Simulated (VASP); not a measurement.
Input of a VASP 6.6.1 run:

POSCAR

```
SnSe2
1.0
    3.9488091415      0.0000000000      0.0000000000
   -1.9744045708      3.4197690313      0.0000000000
    0.0000000000      0.0000000000      6.1705810446
Sn Se
1 2
Direct
    0.0000000000      0.0000000000      0.0000000000
    0.3333333333      0.6666666667      0.2412719747
    0.6666666667      0.3333333333      0.7587280253
```

The input INCAR.step1:

```
PREC     = Accurate       # precision mode
ENCUT    = 520            # plane-wave cutoff, eV
ISMEAR   = 0              # smearing method
SIGMA    = 0.05           # smearing width, eV
LREAL    = False          # projectors in reciprocal space
LASPH    = True           # aspherical terms in the spheres
NELM     = 80             # most SCF steps
NBANDS   = 20             # bands
GGA      = PE             # functional
ALGO     = Normal         # electronic algorithm
EDIFF    = 1E-4           # SCF threshold, eV
LWAVE    = True           # write WAVECAR
LCHARG   = False          # write CHGCAR
```

Contents of INCAR.step2:

```
PREC     = Accurate       # precision mode
ENCUT    = 520            # plane-wave cutoff, eV
EDIFF    = 1E-6           # SCF threshold, eV
ISMEAR   = 0              # smearing method
SIGMA    = 0.05           # smearing width, eV
LREAL    = False          # projectors in reciprocal space
LASPH    = True           # aspherical terms in the spheres
NELM     = 80             # most SCF steps
ALGO     = Normal         # electronic algorithm
ISIF     = 2              # what is computed and relaxed
LWAVE    = False          # write WAVECAR
LCHARG   = False          # write CHGCAR
METAGGA  = R2SCAN         # meta-GGA
LMIXTAU  = True         
NBANDS   = 20             # bands
ISTART   = 1
```

Contents of KPOINTS:

```
regular mesh
0
Gamma
  12 12 6
```

Potentials or basis: VASP PAW PBE potentials, release 64 (Sn_d, Se).

Run with:

```sh
$ cat potpaw_PBE.64/Sn_d/POTCAR potpaw_PBE.64/Se/POTCAR > POTCAR
$ cp INCAR.step1 INCAR
$ mpirun -np 1 vasp_std > vasp.out
$ cp INCAR.step2 INCAR
$ mpirun -np 1 vasp_std > vasp.out
```

Task: What does it give for the largest force?

Result: 0.454 eV/Å.

Task: What does it give for the pressure?

Result: -0.3 GPa.

Task: Predict the band gap on the k mesh.

Result: 0.81 eV, direct.

Forces on the atoms (eV/Å):
```
Sn   0.000  0.000  0.000
Se   0.000  0.000  0.454
Se   0.000  0.000 -0.454
```

Caveat: the PAW data sets were made with another functional, which shifts forces and pressure a little; spin-orbit coupling is left out, which moves the levels of the heavy elements. A k mesh can miss the band edges.
